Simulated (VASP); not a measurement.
# Rh (Fm-3m) in VASP: further runs

Runs on Rh. Level: PBE. Tasks: single point.

All numbers are computed with VASP 6.6.1; they aren't measurements. Logs are shortened: lines on timing, memory, paths and dates and some standing lists are left out, and cuts for length are marked.

### 1 The cell of the first run

It takes space group Fm-3m (No. 225, cubic). The conventional cell has a = 3.829 Å, b = 3.829 Å, c = 3.829 Å, α = 90.00°, β = 90.00°, γ = 90.00°. Rh (site symmetry m-3m) has 12 Rh at 2.71 Å within 3.6 Å.

### 2 Single point, PBE

File INCAR:

```
  ALGO = Normal
  EDIFF = 1E-6
  ENCUT = 500
  GGA = PE
  GGA_COMPAT = F
  ISIF = 2
  ISMEAR = -1
  LASPH = T
  LCHARG = F
  LREAL = F
  LWAVE = F
  NBANDS = 14
  NELM = 120
  PREC = Accurate
  SIGMA = 0.05
```

File KPOINTS:

```
k-points
0
Gamma
  13 13 13
```

File POSCAR:

```
Rh
1.0
    0.0000000000      1.9145720070      1.9145720070
    1.9145720070      0.0000000000      1.9145720070
    1.9145720070      1.9145720070      0.0000000000
Rh
1
Direct
    0.0000000000      0.0000000000      0.0000000000
```

Potentials or basis: VASP PAW PBE potentials, release 64 (Rh_pv).

Run with:

```
cat potpaw_PBE.64/Rh_pv/POTCAR > POTCAR
mpirun -np 1 vasp_std > vasp.out
```

OUTCAR:

```text
EDIFF = 1E-6
   ENCUT = 500
   GGA = PE
   ISIF = 2
   ISMEAR = -1
   LASPH = T
   LREAL = F
   NELM = 120
   PREC = Accurate

 ion  position               nearest neighbor table
   1  0.000  0.000  0.000-

  LATTYP: Found a face centered cubic cell.
 ALAT       =     3.8291440140

  Lattice vectors:

 A1 = (   0.0000000000,   1.9145720070,   1.9145720070)
 A2 = (   1.9145720070,   0.0000000000,   1.9145720070)
 A3 = (   1.9145720070,   1.9145720070,   0.0000000000)

Analysis of symmetry for initial positions (statically):
=====================================================================
 Subroutine PRICEL returns:
 Original cell was already a primitive cell.

 Routine SETGRP: Setting up the symmetry group for a
 face centered cubic supercell.

 Subroutine GETGRP returns: Found 48 space group operations
 (whereof 48 operations were pure point group operations)
 out of a pool of 48 trial point group operations.

The static configuration has the point symmetry O_h .

Analysis of symmetry for dynamics (positions and initial velocities):
=====================================================================
 Subroutine PRICEL returns:
 Original cell was already a primitive cell.

 Routine SETGRP: Setting up the symmetry group for a
 face centered cubic supercell.

 Subroutine GETGRP returns: Found 48 space group operations
 (whereof 48 operations were pure point group operations)
 out of a pool of 48 trial point group operations.

The dynamic configuration has the point symmetry O_h .

 Subroutine INISYM returns: Found 48 space group operations
 (whereof 48 operations are pure point group operations),
 and found     1 'primitive' translations

----------------------------------------------------------------------------------------

                                     Primitive cell

  volume of cell :      14.0361

  direct lattice vectors                    reciprocal lattice vectors
     0.000000000  1.914572007  1.914572007    -0.261154973  0.261154973  0.261154973
     1.914572007  0.000000000  1.914572007     0.261154973 -0.261154973  0.261154973
     1.914572007  1.914572007  0.000000000     0.261154973  0.261154973 -0.261154973

  length of vectors
     2.707613698  2.707613698  2.707613698     0.452333681  0.452333681  0.452333681

  position of ions in fractional coordinates (direct lattice)
     0.000000000  0.000000000  0.000000000

  ion indices of the primitive-cell ions
   primitive index   ion index
                 1           1

----------------------------------------------------------------------------------------

 KPOINTS: k-points

Automatic generation of k-mesh.
 Grid dimensions read from file:
 generate k-points for:   13   13   13

 Generating k-lattice:

  Cartesian coordinates                     Fractional coordinates (reciprocal lattice)
    -0.020088844  0.020088844  0.020088844     0.076923077  0.000000000  0.000000000
     0.020088844 -0.020088844  0.020088844     0.000000000  0.076923077  0.000000000
     0.020088844  0.020088844 -0.020088844     0.000000000  0.000000000  0.076923077

  Length of vectors
     0.034794899  0.034794899  0.034794899

  Shift w.r.t. Gamma in fractional coordinates (k-lattice)
     0.000000000  0.000000000  0.000000000

 Subroutine IBZKPT returns following result:
 ===========================================

 Found     84 irreducible k-points:

 Following reciprocal coordinates:
            Coordinates               Weight
  0.000000  0.000000  0.000000      1.000000
  0.076923  0.000000  0.000000      8.000000
  0.153846  0.000000  0.000000      8.000000
  0.230769  0.000000  0.000000      8.000000
  0.307692  0.000000  0.000000      8.000000
  0.384615  0.000000  0.000000      8.000000
[... 16 lines left out ...]
  0.384615  0.153846  0.000000     24.000000
  0.461538  0.153846  0.000000     24.000000
 [... further k-points ...]
   k-points           NKPTS =     84   k-points in BZ     NKDIM =     84   number of bands    NBANDS=     14
   number of dos      NEDOS =    301   number of ions     NIONS =      1
   total plane-waves  NPLWV =   8000
   dimension x,y,z NGX =    20 NGY =   20 NGZ =   20
   dimension x,y,z NGXF=    40 NGYF=   40 NGZF=   40
   ions per type =               1
   NGX,Y,Z   is equivalent  to a cutoff of  12.28, 12.28, 12.28 a.u.
   NGXF,Y,Z  is equivalent  to a cutoff of  24.56, 24.56, 24.56 a.u.
 SYSTEM =  unknown system
   PREC   = accura    normal or accurate (medium, high low for compatibility)
   ISTART =      0    job   : 0-new  1-cont  2-samecut
   ICHARG =      2    charge: 1-file 2-atom 10-const
   ISPIN  =      1    spin polarized calculation?
   LNONCOLLINEAR =      F non collinear calculations
   LSORBIT =      F    spin-orbit coupling
   LASPH  =      T    aspherical Exc in radial PAW
   ENCUT  =  500.0 eV  36.75 Ry    6.06 a.u.   4.94  4.94  4.94*2*pi/ulx,y,z
   NELM   =    120;   NELMIN=  2; NELMDL= -5     # of ELM steps
   EDIFF  = 0.1E-05   stopping-criterion for ELM
   LREAL  =      F    real-space projection
   EDIFFG = 0.1E-04   stopping-criterion for IOM
   NSW    =      0    number of steps for IOM
   IBRION =     -1    ionic relax: 0-MD 1-quasi-New 2-CG
   NFREE  =      0    steps in history (QN), initial steepest desc. (CG)
   ISIF   =      2    stress and relaxation
   ISYM   =      2    0-nonsym 1-usesym 2-fastsym
   POTIM  = 0.5000    time-step for ionic-motion
   TEBEG  =    0.0;   TEEND  =   0.0 temperature during run
   PSTRESS=    0.0 pullay stress
   NELECT =      15.0000    total number of electrons
   NUPDOWN=      -1.0000    fix difference up-down
   EMIN   =  10.00;   EMAX   =-10.00  energy-range for DOS
   EFERMI =   0.00;   METHOD = LEGACY
   ISMEAR =    -1;   SIGMA  =   0.05  broadening in eV -4-tet -1-fermi 0-gaus
   EFERMI_NEDOS =   21; number of points for ismear=-14 and -15
   IALGO  =     38    algorithm
   IMIX   =      4    mixing-type and parameters
     AMIX     =   0.40;   BMIX     =  1.00
     AMIX_MAG =   1.60;   BMIX_MAG =  1.00
  volume/ion in A,a.u.               =      14.04        94.72
  Fermi-wavevector in a.u.,A,eV,Ry     =   1.673749  3.162926 38.115826  2.801434
  Thomas-Fermi vector in A             =   2.758665
   LORBIT       =      0    0 simple, 1 ext, 2 COOP (PROOUT), +10 PAW based schemes
   GGA     = PE    functional components
   LHFCALC =     F    Hartree Fock is set to
   AEXX    =    0.0000 exact exchange contribution
   IVDW    =     0    specifies the selected vdW correction
   LEPSILON=     F    determine dielectric tensor
   LRPA    =     F    only Hartree local field effects (RPA)
 non-spin polarized calculation
  energy-cutoff  :      500.00
  volume of cell :       14.04
 maximum number of plane-waves:       365
   NGX =  9   NGY =  9   NGZ =  9

 number of electron      15.0000003 magnetization

 Free energy of the ion-electron system (eV)
  ---------------------------------------------------
  ext. energy  EPLUGINS =         0.00000000
  ---------------------------------------------------
  free energy    TOTEN  =        -7.26577956 eV

  energy without entropy =       -7.25336861  energy(sigma->0) =       -7.25957409

 E-fermi :  11.5213     XC(G=0): -13.8982

 val. band max:       11.4944275534   @ k =  -0.1538   0.1538   0.0000
 cond. band min:      11.5337269479   @ k =   0.3077   0.3077   0.0000
 fundamental gap:      0.0392993946
 Fermi energy:        11.5213364892

 k-point     1 :       0.0000    0.0000    0.0000
  band No.  band energies     occupation
      1     -34.8146      2.00000
      2     -34.8145      2.00000
      3     -34.8145      2.00000
      4       3.7213      2.00000
      5       8.5483      2.00000
      6       8.5483      2.00000
      7       8.5483      2.00000
      8      10.5677      2.00000
      9      10.5677      2.00000
     10      27.5358      0.00000
     11      32.1215      0.00000
     12      32.8812      0.00000
     13      32.8812      0.00000
     14      32.8812      0.00000

 k-point     2 :       0.0769    0.0000    0.0000
  band No.  band energies     occupation
      1     -34.8548      2.00000
      2     -34.8200      2.00000
      3     -34.8200      2.00000
      4       3.9535      2.00000
      5       8.4495      2.00000
      6       8.6367      2.00000
      7       8.6367      2.00000
      8      10.5203      2.00000
      9      10.5203      2.00000
     10      27.8606      0.00000
     11      31.6615      0.00000
     12      32.1242      0.00000
     13      33.2149      0.00000
     14      33.2149      0.00000

 k-point     3 :       0.1538    0.0000    0.0000
  band No.  band energies     occupation
      1     -34.9656      2.00000
      2     -34.8351      2.00000
      3     -34.8351      2.00000
      4       4.5872      2.00000
      5       8.2526      2.00000
      6       8.8304      2.00000
      7       8.8304      2.00000
      8      10.4633      2.00000
      9      10.4633      2.00000
     10      28.5778      0.00000
     11      29.5092      0.00000
     12      32.1226      0.00000
     13      34.1489      0.00000
     14      34.1489      0.00000
[... 324 lines left out ...]
 k-point    23 :       0.3846    0.1538    0.0000
  band No.  band energies     occupation
      1     -35.3187      2.00000
      2     -34.9498      2.00000
      3     -34.9381      2.00000
      4       6.2504      2.00000
      5       8.0191      2.00000
      6       8.5786      2.00000
      7       9.3636      2.00000
      8      11.8618      0.00220
      9      12.3618      0.00000
     10      24.0532      0.00000
     11      28.8407      0.00000
     12      31.0229      0.00000
     13      32.1172      0.00000
     14      32.8784      0.00000

 k-point    24 :       0.4615    0.1538    0.0000
  band No.  band energies     occupation
      1     -35.4097      2.00000
      2     -34.9834      2.00000
      3     -34.9447      2.00000
      4       6.1821      2.00000
      5       8.0179      2.00000
      6       9.1581      2.00000
      7       9.1828      2.00000
      8      12.1269      0.00001
      9      14.0503      0.00000
     10      21.4316      0.00000
     11      28.0596      0.00000
     12      30.8566      0.00000
     13      31.7668      0.00000
     14      32.1323      0.00000

 [... further k-points ...]
[... 5 lines left out ...]
  --------------------------------------------------------------------------------------
  -------------------------------------------------------------------------------------
  Total        0.0427299      0.0427299      0.0427299      0.0000000      0.0000000      0.0000000
  in kB        4.8774973      4.8774973      4.8774973      0.0000000      0.0000000      0.0000000
  external PRESSURE =       4.8774973 kB  Pullay stress =       0.0000000 kB

 VOLUME and BASIS-vectors are now :
 -----------------------------------------------------------------------------
  energy-cutoff  :      500.00
  volume of cell :       14.04
      direct lattice vectors                 reciprocal lattice vectors
     0.000000000  1.914572007  1.914572007    -0.261154973  0.261154973  0.261154973
     1.914572007  0.000000000  1.914572007     0.261154973 -0.261154973  0.261154973
     1.914572007  1.914572007  0.000000000     0.261154973  0.261154973 -0.261154973

 POSITION                                       TOTAL-FORCE (eV/Angst)
 -----------------------------------------------------------------------------------
      0.00000      0.00000      0.00000         0.000000      0.000000      0.000000
 -----------------------------------------------------------------------------------
    total drift:                               -0.000000      0.000000      0.000000

  FREE ENERGIE OF THE ION-ELECTRON SYSTEM (eV)
  ---------------------------------------------------
  free  energy   TOTEN  =        -7.2657795601 eV

  energy  without entropy=       -7.2533686121  energy(sigma->0) =       -7.25957409
```

Wall time 9.5 s (1 thread of Intel Xeon Platinum 8488C (Sapphire Rapids), shared host); peak memory 0.13 GiB.

What came out:

| Quantity | Value |
| --- | --- |
| Free energy | -7.2658 eV |
| Pressure | 0.5 GPa |

Levels at points of the mesh, in eV from the Fermi level:
| k point | band 5 | band 6 | band 7 | band 8 | band 9 | band 10 |
| --- | --- | --- | --- | --- | --- | --- |
| (0.00, 0.00, 0.00) | -2.97 | -2.97 | -2.97 | -0.95 | -0.95 | 16.01 |

### 3 Single point, PBE

This run uses another cell than the first one, of 14.40 Å³/atom, 1.026 times its volume.

File INCAR:

```
PREC = Accurate ; ENCUT = 500
EDIFF = 1E-6 ; ISMEAR = -1
SIGMA = 0.05 ; LREAL = False
LASPH = True ; NELM = 120
ALGO = Normal ; ISIF = 2
LWAVE = False ; LCHARG = True
GGA = PE ; LELF = True
LVHAR = True ; NBANDS = 14
GGA_COMPAT = False
```

File KPOINTS:

```
Automatic mesh
0
Gamma
  13 13 13
```

File POSCAR:

```
Rh
1.0
    0.0000000000      1.9310069053      1.9310069053
    1.9310069053      0.0000000000      1.9310069053
    1.9310069053      1.9310069053      0.0000000000
Rh
1
Direct
    0.0000000000      0.0000000000      0.0000000000
```

Potentials or basis: VASP PAW PBE potentials, release 64 (Rh_pv).

Run with:

```
cat potpaw_PBE.64/Rh_pv/POTCAR > POTCAR
mpirun -np 1 vasp_std > vasp.out
```

Run time: 9.5 s. Hardware: 1 thread of Intel Xeon Platinum 8488C (Sapphire Rapids), shared host; peak memory 0.13 GiB.

Results (log left out):

```
Free energy : -7.2595 eV
Pressure    : -5.8 GPa
```

Levels at points of the mesh, in eV from the Fermi level:
| k point | band 5 | band 6 | band 7 | band 8 | band 9 | band 10 |
| --- | --- | --- | --- | --- | --- | --- |
| (0.00, 0.00, 0.00) | -2.86 | -2.86 | -2.86 | -0.92 | -0.92 | 16.02 |

(Part 1 of 2 ends here.)
